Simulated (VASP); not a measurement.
Write the native input for VASP 6.6.1 that does the following.

- Task: single point
- Functional: PBE
- Potentials or basis: VASP PAW PBE potentials, release 64 (Cd, Ga_d, O)
- Cutoff: 520 eV
- k mesh: 12 × 12 × 6
- Occupations: gaussian, width 0.1 eV
- Spin: no spin polarisation
- Dipole correction: no
- Further INCAR settings: ALGO = Normal; EDIFF = 1e-06; NBANDS = 37

The structure of CdGa2O3 lies in POSCAR:

```
CdGa2O3
1.0
    3.1608246150      0.0000000000      0.0000000000
    0.0000000000      3.1608246150      0.0000000000
    0.0000000000      0.0000000000      8.4431478833
Cd Ga O
1 2 3
Direct
    0.0000000000      0.0000000000      0.0000000000
    0.0000000000      0.5000000000      0.6351879315
    0.5000000000      0.0000000000      0.3648120685
    0.5000000000      0.5000000000      0.0000000000
    0.0000000000      0.5000000000      0.3907774428
    0.5000000000      0.0000000000      0.6092225572
```

The input as run:

INCAR

```
SYSTEM = CdGa2O3
PREC = Accurate
ENCUT = 520
EDIFF = 1E-6
ISMEAR = 0
SIGMA = 0.1
LREAL = .FALSE.
LASPH = .TRUE.
NELM = 60
ALGO = Normal
ISIF = 2
LWAVE = .FALSE.
LCHARG = .TRUE.
GGA = PE
LELF = .TRUE.
LVHAR = .TRUE.
NBANDS = 37
```

KPOINTS

```
Automatic mesh
0
G
  12 12 6
  0 0 0
```

Potentials or basis: VASP PAW PBE potentials, release 64 (Cd, Ga_d, O).

Run with:

```sh
$ cat potpaw_PBE.64/Cd/POTCAR potpaw_PBE.64/Ga_d/POTCAR potpaw_PBE.64/O/POTCAR > POTCAR
$ mpirun -np 1 vasp_std > vasp.out
```

Results of the run:

The pressure is 0.8 GPa, the largest force is 0.064 eV/Å and the band gap on the k mesh is zero (band 28 reaches 4.43 eV, above the bottom of band 29 at 2.77 eV).

It took 6.6 min on 1 thread of Oxide Virtual Turin-like Processor, on a shared host, peak memory 0.37 GiB.
